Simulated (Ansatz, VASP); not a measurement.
B: VASP beside Ansatz

```
CELL_PARAMETERS angstrom
2.41677 -1.61387 -0.00350
2.41677 1.61387 -0.00350
-2.32359 0.00000 5.38081
ATOMIC_POSITIONS crystal
B 0.70368 0.67994 0.03806
B 0.29632 0.32006 0.96194
B 0.28974 0.71026 0.75000
B 0.67994 0.70368 0.53806
B 0.32006 0.29632 0.46194
B 0.71026 0.28974 0.25000
```

Change from the starting cell: the structure that the rattled cell fell into.

Alike in both runs: functional PBE; k mesh 14 × 14 × 8; occupations gaussian, width 0.1 eV; no spin polarisation.

Ansatz relaxed the structure, and its values are those at the end. VASP's run is a single point on that final structure, the one shown.

```csv
,VASP,Ansatz
version,VASP 6.6.1,Ansatz 0.2.0
potentials or method,"VASP PAW PBE potentials, release 64 (B), cutoff 520 eV","scalar-relativistic, plane waves, PAW"
valence electrons in the cell,18,18
```

VASP gave:

```
gap on the k mesh at the Fermi level (eV) : none
pressure (GPa)                            : 0.0
rms of the force components (eV/Å)        : 0.004
```

Task: What did Ansatz give for the same quantities?

Result: gap on the k mesh at the Fermi level (eV): none; pressure (GPa): 0.0; rms of the force components (eV/Å): 0.001.

A gap of «none» marks a metal or a gap that the smearing closes. With one functional, cell and mesh, what is left measures potentials, basis and numerics.
